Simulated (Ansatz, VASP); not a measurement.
## CsI: VASP beside Ansatz

```
Cs I
1.0
     4.41921    0.00000    0.00000
     0.00000    4.41921    0.00000
     0.00000    0.00000    4.41921
Cs I
1 1
Cartesian
  0.0000 0.0000 0.0000
  2.2096 2.2096 2.2096
```

Change from the starting cell: volume scaled by 0.85, PAW files.

Alike in both runs: task electric field gradients; functional PBE; k mesh 6 × 6 × 6; occupations fermi-dirac, width 0.03 eV; no spin polarisation.

|  | VASP | Ansatz |
| --- | --- | --- |
| version | VASP 6.6.1 | Ansatz 0.2.0 |
| potentials or method | VASP PAW PBE potentials, release 64 (Cs_sv, I) | PAW with Ansatz's default frozen-core files, scalar-relativistic |
| plane-wave cutoff (eV) | 400 | 420 |
| valence electrons in the cell | 16 | 26 |

Ansatz gave:

```
gap on the k mesh at the Fermi level (eV) : 4.03
pressure (GPa)                            : 2.4
```

What did VASP give for the same quantities?

gap on the k mesh at the Fermi level (eV): 4.01; pressure (GPa): 2.5.

VASP's potentials hold 16 valence electrons a cell and Ansatz's 26, so a difference there can come from the potentials and not from the codes.

Spin-orbit coupling is off throughout.
